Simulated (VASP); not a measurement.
# B23N24 (a cell with a defect) in VASP: single point with PBE

Aim: the single point of B23N24 (a cell with a defect) with PBE.

All numbers are computed with VASP 6.6.1; they aren't measurements. Logs are shortened: lines on timing, memory, paths and dates and some standing lists are left out, and cuts for length are marked.

## Step 1: The cell of the first run

The cell holds a defect, 47 atoms: a = 6.118 Å, b = 6.118 Å, c = 8.750 Å, α = 109.49°, β = 109.49°, γ = 92.61°.

## Step 2: Single point, PBE, collinear spin

Input file INCAR:

```
SYSTEM = B23N24
PREC = Accurate ; ENCUT = 520
EDIFF = 1E-6 ; ISMEAR = 0
SIGMA = 0.05 ; LREAL = Auto
LASPH = .True. ; NELM = 200
ALGO = Normal ; ISIF = 2
LWAVE = .False. ; LCHARG = .False.
ISPIN = 2 ; MAGMOM = 0 0 0 0 0 0 0 0 0 0 0 0 0 0 0 0 0 0 0 0 0 0 0 0.35 0.06 0 0 0 0 0 0 0 0 0 0 0.34 0 0.07 0.34 0 0 0 0 0 0 0.34 0.07
LORBIT = 11 ; GGA = PE
NBANDS = 128 ; GGA_COMPAT = .False.
KPAR = 2 ; NCORE = 2
```

Input file KPOINTS:

```
Automatic mesh
0
Gamma
  2 2 2
  0 0 0
```

Input file POSCAR:

```
B23N24
1.0
   -3.8309090000      2.2117770000     -4.2268550000
    3.8309090000     -2.2117770000     -4.2268550000
   -3.8309090000     -6.6353300000      4.2268550000
B N
23 24
Direct
    0.1693558653      0.8343841496      0.0003253176
    0.8328081082      0.0020464086      0.8340760983
    0.3357115615      0.4993622405      0.8343800816
    0.0007603852      0.6665334760      0.6665804590
    0.5014653140      0.1669169027      0.6685257748
    0.1659872942      0.3325806724      0.4997401092
    0.6665657860      0.8331711910      0.5008904624
    0.3344906026      0.0002775623      0.3340642804
    0.8332477542      0.4986967515      0.3321018903
    0.5016315474      0.6653338902      0.1662772029
   -0.0009566329      0.1682992695      0.1665722262
    0.5864803781      0.9164574004      0.0003228793
    0.0823205433      0.4154413470      0.0003174146
    0.7494254553      0.5814616089      0.8336345172
    0.2506577555      0.0847030380      0.8326387479
    0.9161890709      0.2495481995      0.6670037782
    0.4167132169      0.7491198947      0.6669873513
    0.0829358715      0.9156600168      0.4998654035
    0.5833919522      0.4161041628      0.5007868452
    0.2495028126      0.5828718707      0.3336399813
    0.7500213073      0.0824512903      0.3336584715
    0.4183338747      0.2523780658      0.1680075225
    0.9160684877      0.7481179188      0.1669988086
    0.8712801655      0.5375809719      0.0003214664
    0.3573117728      0.0232163811      0.0003254014
    0.0196366831      0.1874504127      0.8337947559
    0.5205160318      0.6857427782      0.8330521404
    0.1871136127      0.8523458453      0.6663109272
    0.6872188287      0.3532296308      0.6671800812
    0.3537308045      0.5197581849      0.5001271091
    0.8539224326      0.0199521534      0.5005107131
    0.5211096364      0.1863560679      0.3343322163
    0.0203482878      0.6863616880      0.3334602545
    0.6877683043      0.8530135668      0.1675894785
    0.1861522523      0.3539782943      0.1668549920
    0.7809158790      0.0821297251      0.0003228574
    0.2735415468      0.6045521946      0.0003234762
    0.9399753000      0.7707478824      0.8328014704
    0.4162133107      0.2645310931      0.8179324971
    0.1021441693      0.4367716107      0.6658346441
    0.6036605870      0.9369430626      0.6673384995
    0.2691772813      0.1027533700      0.4988871499
    0.7706149174      0.6041910631      0.5017590432
    0.4366234834      0.7712539481      0.3348112101
    0.9366250007      0.2699196904      0.3332983166
    0.5985672960      0.4469490079      0.1827299053
    0.1074712905      0.9382559294      0.1678350904
```

Potentials or basis: VASP PAW PBE potentials, release 64 (B, N).

Command:

```
$ cat potpaw_PBE.64/B/POTCAR potpaw_PBE.64/N/POTCAR > POTCAR
$ mpirun -np 4 vasp_std > vasp.out
```

OUTCAR:

```text
SYSTEM = B23N24
   PREC = Accurate
   ENCUT = 520
   EDIFF = 1E-6
   ISMEAR = 0
   LREAL = Auto
   LASPH = .True.
   NELM = 200
   ISIF = 2
   ISPIN = 2
   LORBIT = 11
   GGA = PE

 ion  position               nearest neighbor table
   1  0.169  0.834  0.000-  37 1.57  47 1.57  38 1.57  25 1.59
   2  0.833  0.002  0.834-  36 1.52  41 1.56  26 1.57  38 1.58
   3  0.336  0.499  0.834-  39 1.52  37 1.56  27 1.57  40 1.59
   4  0.001  0.667  0.667-  38 1.56  40 1.56  43 1.56  28 1.57
   5  0.501  0.167  0.669-  39 1.52  41 1.56  29 1.58  42 1.59
   6  0.166  0.333  0.500-  45 1.57  42 1.57  40 1.57  30 1.58
[... 27 lines left out ...]
  34  0.688  0.853  0.168-  23 1.56  21 1.56  12 1.57  10 1.57
  35  0.186  0.354  0.167-  13 1.56  20 1.57  11 1.57  22 1.57
  36  0.781  0.082  0.000-  11 1.52   2 1.52  12 1.53
  37  0.274  0.605  0.000-  10 1.56   3 1.56   1 1.57  13 1.61
  38  0.940  0.771  0.833-   4 1.56   1 1.57   2 1.58  14 1.61
  39  0.416  0.265  0.818-   5 1.52   3 1.52  15 1.53
  40  0.102  0.437  0.666-   4 1.56   6 1.57  16 1.58   3 1.59
  41  0.604  0.937  0.667-   5 1.56   2 1.56   7 1.57  17 1.58
  42  0.269  0.103  0.499-   8 1.56   6 1.57  18 1.58   5 1.59
  43  0.771  0.604  0.502-   4 1.56   7 1.57  19 1.58   9 1.59
  44  0.437  0.771  0.335-   8 1.56   7 1.57  20 1.58  10 1.59
  45  0.937  0.270  0.333-   9 1.56  11 1.56   6 1.57  21 1.58
  46  0.599  0.447  0.183-   9 1.52  10 1.52  22 1.53
  47  0.107  0.938  0.168-   8 1.56   1 1.57  11 1.58  23 1.61

  LATTYP: Found a face centered orthorhombic cell.
 ALAT       =     8.4537100000
 B/A-ratio  =     1.0465353114
 C/A-ratio  =     1.8126523958

  Lattice vectors:

 A1 = (   0.0000000000,  -8.8471070000,   0.0000000000)
 A2 = (  -3.8309090000,  -6.6353300000,  -4.2268550000)
 A3 = (   3.8309090000,  -2.2117770000,  -4.2268550000)

Analysis of symmetry for initial positions (statically):
=====================================================================
 Subroutine PRICEL returns:
 Original cell was already a primitive cell.

 Routine SETGRP: Setting up the symmetry group for a
 face centered orthorhombic supercell.

 Subroutine GETGRP returns: Found  1 space group operations
 (whereof  1 operations were pure point group operations)
 out of a pool of  8 trial point group operations.

The static configuration has the point symmetry C_1 .

Analysis of symmetry for dynamics (positions and initial velocities):
=====================================================================
 Subroutine PRICEL returns:
 Original cell was already a primitive cell.

 Routine SETGRP: Setting up the symmetry group for a
 face centered orthorhombic supercell.

 Subroutine GETGRP returns: Found  1 space group operations
 (whereof  1 operations were pure point group operations)
 out of a pool of  8 trial point group operations.

The dynamic configuration has the point symmetry C_1 .

Analysis of structural, dynamic, and magnetic symmetry:
=====================================================================
 Subroutine PRICEL returns:
 Original cell was already a primitive cell.

 Routine SETGRP: Setting up the symmetry group for a
 face centered orthorhombic supercell.

 Subroutine GETGRP returns: Found  1 space group operations
 (whereof  1 operations were pure point group operations)
 out of a pool of  8 trial point group operations.

The overall configuration has the point symmetry C_1 .

 Subroutine INISYM returns: Found  1 space group operations
 (whereof  1 operations are pure point group operations),
 and found     1 'primitive' translations

----------------------------------------------------------------------------------------

                                     Primitive cell

  volume of cell :     286.5170

  direct lattice vectors                    reciprocal lattice vectors
    -3.830909000  2.211777000 -4.226855000    -0.130517326  0.000000000 -0.118291259
     3.830909000 -2.211777000 -4.226855000     0.065258656 -0.113031299 -0.118291259
    -3.830909000 -6.635330000  4.226855000    -0.065258671 -0.113031299  0.000000000

  length of vectors
[... 141 lines left out ...]
   dimension x,y,z NGXF=    96 NGYF=   96 NGZF=  140
   ions per type =              23  24
   NGX,Y,Z   is equivalent  to a cutoff of  13.04, 13.04, 13.30 a.u.
   NGXF,Y,Z  is equivalent  to a cutoff of  26.08, 26.08, 26.60 a.u.
 SYSTEM =  B23N24
   PREC   = accura    normal or accurate (medium, high low for compatibility)
   ISTART =      0    job   : 0-new  1-cont  2-samecut
   ICHARG =      2    charge: 1-file 2-atom 10-const
   ISPIN  =      2    spin polarized calculation?
   LNONCOLLINEAR =      F non collinear calculations
   LSORBIT =      F    spin-orbit coupling
   LASPH  =      T    aspherical Exc in radial PAW
   ENCUT  =  520.0 eV  38.22 Ry    6.18 a.u.  11.38 11.38 16.27*2*pi/ulx,y,z
   NELM   =    200;   NELMIN=  2; NELMDL= -5     # of ELM steps
   EDIFF  = 0.1E-05   stopping-criterion for ELM
   LREAL  =      T    real-space projection
   EDIFFG = 0.1E-04   stopping-criterion for IOM
   NSW    =      0    number of steps for IOM
   IBRION =     -1    ionic relax: 0-MD 1-quasi-New 2-CG
   NFREE  =      0    steps in history (QN), initial steepest desc. (CG)
   ISIF   =      2    stress and relaxation
   ISYM   =      2    0-nonsym 1-usesym 2-fastsym
   POTIM  = 0.5000    time-step for ionic-motion
   TEBEG  =    0.0;   TEEND  =   0.0 temperature during run
   PSTRESS=    0.0 pullay stress
   NELECT =     189.0000    total number of electrons
   NUPDOWN=      -1.0000    fix difference up-down
   EMIN   =  10.00;   EMAX   =-10.00  energy-range for DOS
   EFERMI =   0.00;   METHOD = LEGACY
   ISMEAR =     0;   SIGMA  =   0.05  broadening in eV -4-tet -1-fermi 0-gaus
   EFERMI_NEDOS =   21; number of points for ismear=-14 and -15
   IALGO  =     38    algorithm
   IMIX   =      4    mixing-type and parameters
     AMIX     =   0.40;   BMIX     =  1.00
     AMIX_MAG =   1.60;   BMIX_MAG =  1.00
  volume/ion in A,a.u.               =       6.10        41.14
  Fermi-wavevector in a.u.,A,eV,Ry     =   1.425100  2.693048 27.632200  2.030909
  Thomas-Fermi vector in A             =   2.545520
   LORBIT       =     11    0 simple, 1 ext, 2 COOP (PROOUT), +10 PAW based schemes
   GGA     = PE    functional components
   LHFCALC =     F    Hartree Fock is set to
   AEXX    =    0.0000 exact exchange contribution
   IVDW    =     0    specifies the selected vdW correction
   LEPSILON=     F    determine dielectric tensor
   LRPA    =     F    only Hartree local field effects (RPA)
 spin polarized calculation
 Gauss-broadening in eV      SIGMA  =   0.05
  energy-cutoff  :      520.00
  volume of cell :      286.52
 maximum number of plane-waves:      7763
 NGX is ok and might be reduce to    48
   NGX = 23   NGY = 23   NGZ = 33

 number of electron     189.0000001 magnetization       3.0001515

 Free energy of the ion-electron system (eV)
  ---------------------------------------------------
  ext. energy  EPLUGINS =         0.00000000
  ---------------------------------------------------
  free energy    TOTEN  =      -403.55602705 eV

  energy without entropy =     -403.55602705  energy(sigma->0) =     -403.55602705

 E-fermi :   7.4180     XC(G=0): -12.6326

 val. band max:        7.2049293882   @ k =   0.0000   0.0000   0.0000
 cond. band min:       7.6376164598   @ k =   0.5000   0.5000   0.0000
 fundamental gap:      0.4326870716
 Fermi energy:         7.4179932357

 spin component 1

 k-point     1 :       0.0000    0.0000    0.0000
  band No.  band energies     occupation
      1     -13.1696      1.00000
      2     -11.5016      1.00000
      3     -11.4065      1.00000
      4     -10.2955      1.00000
      5     -10.2458      1.00000
      6     -10.1843      1.00000
[... 861 lines left out ...]
    105      15.6306      0.00000
    106      15.6869      0.00000
 Fermi energy:         7.4179932357

 spin component 2

 k-point     1 :       0.0000    0.0000    0.0000
  band No.  band energies     occupation
      1     -13.0817      1.00000
      2     -11.4049      1.00000
      3     -11.2878      1.00000
      4     -10.1759      1.00000
      5     -10.1622      1.00000
      6     -10.1479      1.00000
[... 861 lines left out ...]
    105      15.6659      0.00000
    106      15.7298      0.00000
 [bands above 106 left out]

------------------------ aborting loop because EDIFF is reached ----------------------------------------

  FORCE on cell =-STRESS in cart. coord.  units (eV):
  Direction    XX          YY          ZZ          XY          YZ          ZX
  --------------------------------------------------------------------------------------
  -------------------------------------------------------------------------------------
  Total        4.6825083      4.7546495      2.7302166      0.0511983      0.0306851     -0.0710128
  in kB       26.1841620     26.5875689     15.2671236      0.2862961      0.1715882     -0.3970972
  external PRESSURE =      22.6796182 kB  Pullay stress =       0.0000000 kB

 VOLUME and BASIS-vectors are now :
 -----------------------------------------------------------------------------
  energy-cutoff  :      520.00
  volume of cell :      286.52
      direct lattice vectors                 reciprocal lattice vectors
    -3.830909000  2.211777000 -4.226855000    -0.130517326  0.000000000 -0.118291259
     3.830909000 -2.211777000 -4.226855000     0.065258656 -0.113031299 -0.118291259
    -3.830909000 -6.635330000  4.226855000    -0.065258671 -0.113031299  0.000000000

 POSITION                                       TOTAL-FORCE (eV/Angst)
 -----------------------------------------------------------------------------------
      2.54642     -1.47305     -4.24129        -0.000162      0.001594     -0.007568
     -6.37784     -3.69691     -0.00329         0.006133      0.003867     -0.007100
     -2.56950     -5.89835     -0.00293        -0.000270     -0.006059     -0.008415
     -0.00309     -5.89552     -0.00302         0.002454     -0.000261     -0.001662
     -3.84269     -3.69594      0.00061        -0.005805      0.000961     -0.007984
     -1.27625     -3.68441      0.00495         0.002446     -0.000760     -0.003370
[... 39 lines left out ...]
     -1.28086     -0.87713     -3.64687        -0.000799      0.007741     -0.002515
      2.53970     -2.95115     -3.71072        -0.003789     -0.005833      0.004442
 -----------------------------------------------------------------------------------
    total drift:                                0.006805     -0.002516      0.004147

  FREE ENERGIE OF THE ION-ELECTRON SYSTEM (eV)
  ---------------------------------------------------
  free  energy   TOTEN  =      -403.5560270534 eV

  energy  without entropy=     -403.5560270533  energy(sigma->0) =     -403.55602705

 total charge

# of ion       s       p       d       tot
------------------------------------------
    1        0.672   1.335   0.000   2.007
    2        0.680   1.366   0.000   2.045
    3        0.680   1.366   0.000   2.045
    4        0.680   1.361   0.000   2.041
    5        0.679   1.362   0.000   2.041
    6        0.674   1.346   0.000   2.020
[... 39 lines left out ...]
   46        1.241   2.642   0.000   3.883
   47        1.221   2.723   0.000   3.944
--------------------------------------------------
tot         44.870  96.616   0.000 141.486

 magnetization (x)

# of ion       s       p       d       tot
------------------------------------------
    1       -0.000  -0.003   0.000  -0.004
    2       -0.003  -0.005   0.000  -0.008
    3       -0.003  -0.005   0.000  -0.008
    4        0.002   0.014   0.000   0.015
    5       -0.003  -0.007   0.000  -0.010
    6       -0.000  -0.000   0.000  -0.001
[... 39 lines left out ...]
   46        0.020   0.394   0.000   0.414
   47        0.006   0.077   0.000   0.084
--------------------------------------------------
tot          0.090   2.147   0.000   2.237
```

Run time: 9.3 min. Hardware: 4 MPI ranks of AMD EPYC 7R43 (Zen 3), shared host; peak memory 0.41 GiB.

What came out:

* Free energy: -403.5560 eV
* Pressure: 2.3 GPa
* Largest force: 0.018 eV/Å
* Band gap on the k mesh: 0.43 eV
* Net moment: 3.00 μB per cell
* Site moments: B -0.00, -0.01, +0.01 (each value once); N +0.43, +0.07, +0.02, +0.01, +0.00, +0.42, +0.05, +0.08, +0.41 (each value once) μB
* Valence electrons inside the program's atomic spheres: B 2.01, 2.04, 2.02, 2.05 (each value once); N 3.88, 3.94, 3.97, 3.95, 3.96 (each value once)

Forces on the atoms (eV/Å):
```
B    0.000  0.002 -0.008
B    0.006  0.004 -0.007
B    0.000 -0.006 -0.008
B    0.002  0.000 -0.002
B   -0.006  0.001 -0.008
B    0.002 -0.001 -0.003
B   -0.003 -0.004 -0.001
B    0.002  0.001  0.000
B   -0.004 -0.001 -0.009
B    0.005  0.007 -0.007
B   -0.001 -0.004 -0.006
B    0.009 -0.004  0.008
B   -0.008  0.001 -0.005
B    0.008  0.002  0.002
B   -0.008 -0.004  0.008
B   -0.002 -0.001  0.001
B   -0.001 -0.001 -0.006
B   -0.002  0.004  0.002
B   -0.001  0.000 -0.002
B    0.000  0.003  0.002
B    0.001  0.003 -0.010
B    0.003  0.007  0.007
B    0.001 -0.010 -0.003
N    0.000  0.002  0.018
N    0.001 -0.001 -0.003
N    0.002  0.004  0.003
N    0.001  0.001  0.003
N    0.002  0.001  0.005
N    0.000  0.001  0.001
N   -0.001 -0.001  0.001
N    0.000  0.000  0.001
N   -0.001 -0.002  0.005
N    0.000 -0.002  0.000
N   -0.001 -0.002  0.004
N   -0.002 -0.002  0.002
N    0.008 -0.004 -0.004
N   -0.003  0.002  0.007
N    0.003  0.004  0.006
N   -0.002 -0.005 -0.002
N   -0.002 -0.002  0.001
N   -0.001  0.000  0.003
N   -0.001  0.002  0.000
N   -0.002  0.001  0.001
N    0.003  0.001 -0.001
N   -0.002  0.000  0.004
N   -0.001  0.008 -0.003
N   -0.004 -0.006  0.004
```

Caveat: the k points lie up to 0.55 Å⁻¹ apart.
